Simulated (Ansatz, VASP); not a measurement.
**Two plane-wave programs on S**

```
CELL_PARAMETERS angstrom
5.20931 3.00760 1.45894
-5.20931 3.00760 1.45894
0.00000 -6.01520 1.45894
ATOMIC_POSITIONS crystal
S 0.25655 0.14628 0.90551
S 0.90551 0.25655 0.14628
S 0.14628 0.90551 0.25655
S 0.74345 0.85372 0.09449
S 0.09449 0.74345 0.85372
S 0.85372 0.09449 0.74345
```

Alike in both runs: functional PBEsol; k mesh 6 × 6 × 6; occupations gaussian, width 0.02 eV; no spin polarisation.

Ansatz relaxed the structure, and its values are those at the end. VASP's run is a single point on that final structure, the one shown.

```csv
,VASP,Ansatz
version,VASP 6.6.1,Ansatz 0.2.0
potentials or method,"VASP PAW PBE potentials, release 64 (S), cutoff 520 eV","scalar-relativistic, plane waves, PAW"
valence electrons in the cell,36,36
```

|  | VASP | Ansatz | Ansatz less VASP |
| --- | --- | --- | --- |
| gap on the k mesh at the Fermi level (eV) | 2.06 | 2.01 | -0.048 |
| least direct gap on the mesh (eV) | 2.15 | 2.10 | -0.046 |
| pressure (GPa) | -0.4 | 0.0 | +0.39 |
| rms of the force components (eV/Å) | 0.058 | 0.001 | -0.0572 |

VASP's potentials were made for PBE, not for PBEsol.
